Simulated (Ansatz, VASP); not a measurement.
# Two plane-wave programs on MnPb7O8

Contents of INCAR:

```
PREC = Accurate
ENCUT = 520
EDIFF = 1E-7
ISMEAR = 0
SIGMA = 0.02
LREAL = Auto
LASPH = True
NELM = 150
ALGO = Normal
ISIF = 2
LWAVE = False
LCHARG = False
LMAXMIX = 4
LDAU = True
LDAUTYPE = 2
LDAUL = -1 2 -1
LDAUU = 0 3.9 0
LDAUJ = 0 0 0
LDAUPRINT = 1
GGA = PE
NBANDS = 94
```

Contents of KPOINTS:

```
Automatic mesh
0
Gamma
  2 2 2
```

File POSCAR:

```
MnPb7O8
1.0
    8.0078000000      0.0000000000      0.0000000000
    0.0000000000      8.0078000000      0.0000000000
    0.0000000000      0.0000000000      5.0712000000
Pb Mn O
7 1 8
Direct
    0.0000000000      0.2500000000      0.2336000000
    0.5000000000      0.2500000000      0.2336000000
    0.5000000000      0.7500000000      0.2336000000
    0.2500000000      0.0000000000      0.7664000000
    0.2500000000      0.5000000000      0.7664000000
    0.7500000000      0.0000000000      0.7664000000
    0.7500000000      0.5000000000      0.7664000000
    0.0000000000      0.7500000000      0.2336000000
    0.0000000000      0.0000000000      0.0000000000
    0.0000000000      0.5000000000      0.0000000000
    0.5000000000      0.0000000000      0.0000000000
    0.5000000000      0.5000000000      0.0000000000
    0.2500000000      0.2500000000      0.0000000000
    0.2500000000      0.7500000000      0.0000000000
    0.7500000000      0.2500000000      0.0000000000
    0.7500000000      0.7500000000      0.0000000000
```

Input for Ansatz:

```yaml
crystal:
  lattice:
    - [8.0078, 0.0, 0.0]
    - [0.0, 8.0078, 0.0]
    - [0.0, 0.0, 5.0712]
  atoms:
    - { symbol: Pb, position: [0.0, 0.25, 0.2336] }
    - { symbol: Mn, position: [0.0, 0.75, 0.2336] }
    - { symbol: Pb, position: [0.5, 0.25, 0.2336] }
    - { symbol: Pb, position: [0.5, 0.75, 0.2336] }
    - { symbol: Pb, position: [0.25, 0.0, 0.7664] }
    - { symbol: Pb, position: [0.25, 0.5, 0.7664] }
    - { symbol: Pb, position: [0.75, 0.0, 0.7664] }
    - { symbol: Pb, position: [0.75, 0.5, 0.7664] }
    - { symbol: O, position: [0.0, 0.0, 0.0] }
    - { symbol: O, position: [0.0, 0.5, 0.0] }
    - { symbol: O, position: [0.5, 0.0, 0.0] }
    - { symbol: O, position: [0.5, 0.5, 0.0] }
    - { symbol: O, position: [0.25, 0.25, 0.0] }
    - { symbol: O, position: [0.25, 0.75, 0.0] }
    - { symbol: O, position: [0.75, 0.25, 0.0] }
    - { symbol: O, position: [0.75, 0.75, 0.0] }
hamiltonian:
  xc: pbe
  pseudopotentials: { kind: paw }
  hubbard: { sites: [{ species: Mn, l: d, u_eff: 3.9 }] }
basis:
  ecutwfc: 420
kpoints:
  mp_grid: { grid: [2, 2, 2] }
scf:
  occupations: { method: gaussian, width: 0.02 }
  lower_state_search: "off"
output:
  forces: true
  stress: true
  write_density: true
  write_potential: true
  elf: true
  volumetric_format: npy
```

Alike in both runs: task single point; functional PBE; k mesh 2 × 2 × 2; occupations gaussian, width 0.02 eV; no spin polarisation; Hubbard terms Mn d U = 3.9 eV.

```csv
,VASP,Ansatz
version,VASP 6.6.1,Ansatz 0.2.0
potentials or method,"VASP PAW PBE potentials, release 64 (Pb_d, Mn_pv, O), cutoff 520 eV","PAW, plane waves, scalar-relativistic"
valence electrons in the cell,159,161
```

```tsv
	VASP	Ansatz	Ansatz less VASP
pressure (GPa)	-0.6	-0.7	-0.10
rms of the force components (eV/Å)	0.773	0.769	-0.0038
```

The programs project onto different local orbitals, so the same U acts differently, and such runs can settle in different states. VASP's potentials hold 159 valence electrons a cell and Ansatz's 161, so a difference there can come from the potentials and not from the codes. Ansatz's warnings: filled band counts differ across k points.

The k mesh is coarse, so the values compare programs but aren't converged. Spin-orbit coupling is off throughout.
